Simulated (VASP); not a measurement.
Se:

```
CELL_PARAMETERS angstrom
4.36620 0.00000 0.00000
-2.18310 3.78124 0.00000
0.00000 0.00000 4.95360
ATOMIC_POSITIONS crystal
Se 0.77460 0.77460 0.00000
Se 0.00000 0.22540 0.66667
Se 0.22540 0.00000 0.33333
```

```yaml
Program: VASP 6.6.1
Task: relaxation of cell and atoms
Functional: RPBE
Dispersion: D4
Potentials_or_basis: VASP PAW PBE potentials, release 64 (Se)
Cutoff: 600 eV
k_mesh: 7 × 7 × 6
Occupations: fermi-dirac, width 0.05 eV
Spin: no spin polarisation
```

At the start: pressure -0.1 GPa; volume 27.26 Å³/atom.

**Question.** Where does the relaxation end?

**Answer.** Over 23 steps the energy falls by 61.6 meV/atom and the volume is 22.90 Å³/atom (-16.0 %); space group P3_121 (No. 152, to 0.05 Å).

The path:
```tsv
step	energy change (eV)	largest force (eV/Å)	pressure (GPa)	volume (Å³)
1	0.0000	0.5212	-0.09	81.78
2	-0.0323	0.1259	-1.76	81.60
3	-0.0374	0.1042	-2.81	81.46
4	-0.0550	0.1014	-2.73	80.36
5	-0.1038	0.0840	-2.28	77.12
6	-0.1687	0.0235	-0.39	70.84
7	0.0463	0.0600	10.04	59.08
8	-0.1725	0.0750	0.59	69.61
9	-0.1731	0.0799	1.02	68.78
10	-0.1795	0.0274	0.53	68.26
11	-0.1792	0.1268	0.09	67.67
12	-0.1803	0.0790	0.30	67.97
13	-0.1821	0.0722	0.07	68.30
14	-0.1834	0.0642	-0.20	68.71
15	-0.1831	0.0471	-0.70	69.54
16	-0.1837	0.0575	-0.40	69.04
17	-0.1846	0.0191	0.05	68.81
18	-0.1846	0.0104	0.00	68.83
19	-0.1846	0.0087	0.00	68.84
20	-0.1846	0.0072	-0.01	68.84
21	-0.1847	0.0060	-0.04	68.83
22	-0.1847	0.0017	-0.10	68.78
23	-0.1848	0.0080	-0.03	68.69
```

Final structure:
```
Se
1.0
     3.91620    0.00000    0.00000
    -1.95810    3.39153    0.00000
     0.00000    0.00000    5.17171
Se
3
Cartesian
  1.4509 2.5130 0.0000
  -0.5072 0.8786 3.4478
  1.0145 0.0000 1.7239
```

Caveat: the volume moved by over 15 % at a fixed basis, so the end points are rough; the PAW data sets were made with another functional, which shifts forces and pressure a little; the volume moved by -16 % from the deposited cell, more than functionals usually miss.
